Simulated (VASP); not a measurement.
Write the native input for VASP 6.6.1 that does the following.

```yaml
Task: single point
Functional: PBE
Potentials_or_basis: VASP PAW PBE potentials, release 64 (Ta_pv, Ga_d, O)
Cutoff: 520 eV
k_mesh: 4 × 4 × 4
Occupations: gaussian, width 0.1 eV
Spin: no spin polarisation
Dipole_correction: no
Further_INCAR_settings: ALGO = Normal; EDIFF = 1e-07; NBANDS = 46
```

The structure of TaGa2O6 lies in POSCAR:

```
TaGa2O6
1.0
    0.0000000000      3.7882457000      3.7882457000
    3.7882457000      0.0000000000      3.7882457000
    3.7882457000      3.7882457000      0.0000000000
Ta Ga O
1 2 6
Direct
    0.0000000000      0.0000000000      0.0000000000
    0.7500000000      0.7500000000      0.7500000000
    0.2500000000      0.2500000000      0.2500000000
    0.5000000000      0.0000000000      0.0000000000
    0.0000000000      0.5000000000      0.5000000000
    0.0000000000      0.5000000000      0.0000000000
    0.5000000000      0.0000000000      0.5000000000
    0.0000000000      0.0000000000      0.5000000000
    0.5000000000      0.5000000000      0.0000000000
```

These files were run (other wordings do the same):

INCAR

```
PREC = Accurate ; ENCUT = 520
EDIFF = 1E-7 ; ISMEAR = 0
SIGMA = 0.1 ; LREAL = F
LASPH = T ; NELM = 100
ALGO = Normal ; ISIF = 2
LWAVE = F ; LCHARG = F
GGA = PE ; NBANDS = 46
```

KPOINTS

```
regular mesh
0
Gamma
  4 4 4
```

Potentials or basis: VASP PAW PBE potentials, release 64 (Ta_pv, Ga_d, O).

Run with:

```sh
$ cat potpaw_PBE.64/Ta_pv/POTCAR potpaw_PBE.64/Ga_d/POTCAR potpaw_PBE.64/O/POTCAR > POTCAR
$ mpirun -np 1 vasp_std > vasp.out
```

It gave:

```json
{"Pressure": "-5.2 GPa"}
```

Caveat: an odd number of electrons without spin polarisation forces a metal; a magnetic or distorted state may lie lower.

It took 37 s on 1 thread of Intel(R) Xeon(R) 6975P-C (Granite Rapids) (shared host), peak memory 0.25 GiB.
